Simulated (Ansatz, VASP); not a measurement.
## Fe: VASP beside Ansatz

```xyz
4
Lattice="3.7192 0.0000 0.0000 -1.8596 3.2210 0.0000 0.0000 0.0000 4.2684" Properties=species:S:1:pos:R:3 pbc="T T T"
Fe    0.0000    0.0000    1.0671
Fe    0.0000    0.0000    3.2013
Fe    0.0000    2.1473    3.2013
Fe    1.8596    1.0737    1.0671
```

Alike in both runs: functional PBE; k mesh 9 × 9 × 2; occupations gaussian, width 0.1 eV; no spin polarisation.

Ansatz relaxed the structure, and its values are those at the end. VASP's run is a single point on that final structure, the one shown.

|  | VASP | Ansatz |
| --- | --- | --- |
| version | VASP 6.6.1 | Ansatz 0.2.0 |
| potentials or method | VASP PAW PBE potentials, release 64 (Fe_sv), cutoff 600 eV | scalar-relativistic, plane waves, PAW |
| valence electrons in the cell | 64 | 64 |

Ansatz gave:

```
gap on the k mesh at the Fermi level (eV) : none
pressure (GPa)                            : 0.1
```

**Question.** Estimate VASP's values.

**Answer.** gap on the k mesh at the Fermi level (eV): none; pressure (GPa): -3.0.

A gap of «none» marks a metal or a gap that the smearing closes. The functional is the same, so the differences come from potentials, cutoffs and numerics.

The k mesh is coarse, so the values compare programs but aren't converged.
